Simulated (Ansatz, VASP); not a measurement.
**Two plane-wave programs on PtS2**

The input POSCAR:

```
PtS2
1.0
    3.5478362341      0.0000000000      0.0000000000
   -1.7739181171      3.0725163072      0.0000000000
    0.0000000000      0.0000000000      5.9501668774
Pt S
1 2
Direct
    0.0000000000      0.0000000000      0.0000000000
    0.3333333333      0.6666666667      0.2077409630
    0.6666666667      0.3333333333      0.7922590370
```

INCAR.step1

```
SYSTEM = PtS2
  ALGO = Normal
  EDIFF = 1E-4
  ENCUT = 520
  GGA = PE
  ISMEAR = 0
  LASPH = .TRUE.
  LCHARG = .FALSE.
  LREAL = .FALSE.
  LWAVE = .TRUE.
  NBANDS = 18
  NELM = 100
  PREC = Accurate
  SIGMA = 0.02
```

The input INCAR.step2:

```
SYSTEM = PtS2
  ALGO = Normal
  EDIFF = 1E-6
  ENCUT = 520
  ISIF = 2
  ISMEAR = 0
  ISTART = 1
  LASPH = .TRUE.
  LCHARG = .FALSE.
  LMIXTAU = .TRUE.
  LREAL = .FALSE.
  LWAVE = .FALSE.
  METAGGA = R2SCAN
  NBANDS = 18
  NELM = 100
  PREC = Accurate
  SIGMA = 0.02
```

Contents of KPOINTS:

```
k-points
0
G
  12 12 6
  0 0 0
```

Input for Ansatz:

```yaml
crystal:
  lattice:
    - [3.5478362341, 0.0, 0.0]
    - [-1.7739181171, 3.0725163072, 0.0]
    - [0.0, 0.0, 5.9501668774]
  atoms:
    - { symbol: Pt, position: [0.0, 0.0, 0.0] }
    - { symbol: S, position: [0.3333333333, 0.6666666667, 0.207740963] }
    - { symbol: S, position: [0.6666666667, 0.3333333333, 0.792259037] }
basis:
  ecutwfc: 500
kpoints:
  mp_grid: { grid: [12, 12, 6] }
hamiltonian:
  xc: r2scan
scf:
  occupations: { method: gaussian, width: 0.02 }
  initial_density: { chi_scale: 0.3 }
output:
  forces: true
  eigenvalues: true
  stress: true
```

Alike in both runs: task single point; functional r2SCAN; k mesh 12 × 12 × 6; occupations gaussian, width 0.02 eV; no spin polarisation.

```csv
,VASP,Ansatz
version,VASP 6.6.1,Ansatz 0.2.0
potentials or method,"VASP PAW PBE potentials, release 64 (Pt, S), cutoff 520 eV","scalar-relativistic, plane waves, PAW"
valence electrons in the cell,22,30
```

|  | VASP | Ansatz | Ansatz less VASP |
| --- | --- | --- | --- |
| gap on the k mesh at the Fermi level (eV) | 1.48 | 1.49 | +0.009 |
| pressure (GPa) | -0.5 | -0.4 | +0.07 |
| rms of the force components (eV/Å) | 0.004 | 0.001 | -0.0029 |

VASP's potentials were made for PBE, not for r2SCAN. Atom by atom the forces differ by 0.003 eV/Å (rms over components). VASP's potentials hold 22 valence electrons a cell and Ansatz's 30, so a difference there can come from the potentials and not from the codes.

Neither program's run includes spin-orbit coupling.
